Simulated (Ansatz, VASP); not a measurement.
One calculation of La2O3, two programs

File INCAR:

```
  PREC = Accurate
  ENCUT = 520
  EDIFF = 1E-6
  ISMEAR = -1
  SIGMA = 0.05
  LREAL = False
  LASPH = True
  NELM = 100
  ALGO = Normal
  ISIF = 2
  LWAVE = False
  LCHARG = False
  GGA = PE
  NBANDS = 28
```

File KPOINTS:

```
Automatic mesh
0
Gamma
  8 8 5
```

POSCAR

```
La2O3
1.0
    3.9043960235      0.0000000000      0.0000000000
   -1.9521980118      3.3813061428      0.0000000000
    0.0000000000      0.0000000000      6.0709324617
La O
2 3
Direct
    0.3333333333      0.6666666667      0.2462356800
    0.6666666667      0.3333333333      0.7537643200
    0.0000000000      0.0000000000      0.0000000000
    0.3333333333      0.6666666667      0.6458906500
    0.6666666667      0.3333333333      0.3541093500
```

The input input.yaml:

```yaml
crystal:
  lattice:
    - [3.9043960235, 0.0, 0.0]
    - [-1.9521980118, 3.3813061428, 0.0]
    - [0.0, 0.0, 6.0709324617]
  atoms:
    - { symbol: La, position: [0.3333333333, 0.6666666667, 0.24623568] }
    - { symbol: La, position: [0.6666666667, 0.3333333333, 0.75376432] }
    - { symbol: O, position: [0.0, 0.0, 0.0] }
    - { symbol: O, position: [0.3333333333, 0.6666666667, 0.64589065] }
    - { symbol: O, position: [0.6666666667, 0.3333333333, 0.35410935] }
kpoints:
  mp_grid: { grid: [8, 8, 5] }
scf:
  occupations: { method: fermi_dirac, width: 0.05 }
hamiltonian:
  xc: pbe
  pseudopotentials: { kind: all_electron, lapw: { basis_error: 0.001 } }
output:
  forces: true
  stress: true
  eigenvalues: true
```

Change from the starting cell: volume scaled by 0.98.

Alike in both runs: task single point; functional PBE; k mesh 8 × 8 × 5; occupations fermi-dirac, width 0.05 eV; no spin polarisation.

|  | VASP | Ansatz |
| --- | --- | --- |
| version | VASP 6.6.1 | Ansatz 0.2.0 |
| potentials or method | VASP PAW PBE potentials, release 64 (La, O), cutoff 520 eV | all-electron LAPW, scalar-relativistic |

|  | VASP | Ansatz | Ansatz less VASP |
| --- | --- | --- | --- |
| gap on the k mesh at the Fermi level (eV) | 3.91 | 3.90 | -0.018 |
| least direct gap on the mesh (eV) | 4.07 | 4.05 | -0.014 |
| pressure (GPa) | 4.5 | 4.8 | +0.33 |
| traceless stress, the component that is largest in VASP (GPa) | -0.23 | -0.28 | -0.047 |
| rms of the force components (eV/Å) | 0.058 | 0.063 | +0.0048 |

Atom by atom the forces differ by 0.005 eV/Å (rms over components). Ansatz ran all-electron here, and VASP with PAW potentials.

Spin-orbit coupling is off throughout.
